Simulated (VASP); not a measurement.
Write the native input for VASP 6.6.1 that does the following.

| Quantity | Value |
| --- | --- |
| Task | single point |
| Functional | r2SCAN |
| Potentials or basis | VASP PAW PBE potentials, release 64 (Sb, In_d) |
| Cutoff | 520 eV |
| k mesh | 9 × 9 × 9 |
| Occupations | fermi-dirac, width 0.1 eV |
| Spin | no spin polarisation |
| Dipole correction | no |
| Further INCAR settings | ALGO = Normal; EDIFF = 1e-07; NBANDS = 16 |

InSb:

```
Sb In
1.0
     0.00000    3.29185    3.29185
     3.29185    0.00000    3.29185
     3.29185    3.29185    0.00000
Sb In
1 1
Direct
  0.25000 0.25000 0.25000
  0.00000 0.00000 0.00000
```

One way to write it, as run:

POSCAR

```
InSb
1.0
    0.0000000000      3.2918548600      3.2918548600
    3.2918548600      0.0000000000      3.2918548600
    3.2918548600      3.2918548600      0.0000000000
Sb In
1 1
Direct
    0.2500000000      0.2500000000      0.2500000000
    0.0000000000      0.0000000000      0.0000000000
```

INCAR.step1

```
  PREC = Accurate
  ENCUT = 520
  ISMEAR = -1
  SIGMA = 0.1
  LREAL = F
  LASPH = T
  NELM = 80
  NBANDS = 16
  GGA = PE
  ALGO = Normal
  EDIFF = 1E-4
  LWAVE = T
  LCHARG = F
```

INCAR.step2

```
  PREC = Accurate
  ENCUT = 520
  EDIFF = 1E-7
  ISMEAR = -1
  SIGMA = 0.1
  LREAL = F
  LASPH = T
  NELM = 80
  ALGO = Normal
  ISIF = 2
  LWAVE = F
  LCHARG = F
  METAGGA = R2SCAN
  LMIXTAU = T
  NBANDS = 16
  ISTART = 1
```

KPOINTS

```
regular mesh
0
Gamma
  9 9 9
```

Potentials or basis: VASP PAW PBE potentials, release 64 (Sb, In_d).

Command:

```console
$ cat potpaw_PBE.64/Sb/POTCAR potpaw_PBE.64/In_d/POTCAR > POTCAR
$ cp INCAR.step1 INCAR
$ mpirun -np 1 vasp_std > vasp.out
$ cp INCAR.step2 INCAR
$ mpirun -np 1 vasp_std > vasp.out
```

It gave:

```json
{
 "Pressure": "-0.5 GPa",
 "Band gap on the k mesh": "zero (filled and empty bands touch)"
}
```

Caveat: the PAW data sets were made with another functional, which shifts forces and pressure a little; spin-orbit coupling is left out, which moves the levels of the heavy elements.

Wall time 2.3 min on 1 thread of Intel(R) Xeon(R) Platinum 8488C (Sapphire Rapids), with other jobs on the host, peak memory 0.23 GiB.
